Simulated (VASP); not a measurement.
Runs of VASP 6.6.1 on MnPt2. Symmetry: P-3m1, No. 164, trigonal system. Conventional cell: a = 2.858 Å, b = 2.858 Å, c = 6.533 Å, α = 90.00°, β = 90.00°, γ = 120.00°. Within 3.5 Å of Mn (site symmetry -3m) lie 6 Pt at 2.64 Å and 6 Mn at 2.86 Å. Within 3.5 Å of Pt (site symmetry 3m) lie 3 Mn at 2.64 Å and 9 Pt at 2.86 to 2.91 Å. 

```tsv
level	spin	U	k mesh	smearing	gap on the mesh (eV)	pressure (GPa)	moment (μB)	largest force (eV/Å)
PBE	collinear, ferromagnetic start	-	6 × 6 × 2	methfessel-paxton 0.056 eV	none	-0.3	4.78	-
PBE	collinear, ferromagnetic start	-	6 × 6 × 2	gaussian 0.1 eV	none	-0.3	(b)	-
PBEsol+U	collinear, ferromagnetic start	Pt d U = 0.57 eV	5 × 1 × 1	gaussian 0.1 eV	none	-21.0	1.79	0.45
PBE	off	-	6 × 6 × 2	gaussian 0.1 eV	none	(a)	-	0.39
```

Alike in all rows: task single point; potentials or basis VASP PAW PBE potentials, release 64 (Mn_pv, Pt); cell as given; cutoff (eV) 520.

Q: Estimate the missing entries.

A: (a) -17.3; (b) 4.77.

Caveats: all runs use coarse meshes; spin-orbit coupling is left out, which moves the levels of the heavy elements; the PAW data sets were made with another functional, which shifts forces and pressure a little (some runs); the U is typed as a test and isn't derived for this compound (some runs).

A k mesh can miss the band edges, and the runs leave out spin-orbit coupling on Pt.

A gap of «none» marks levels without a gap at the run's occupations.
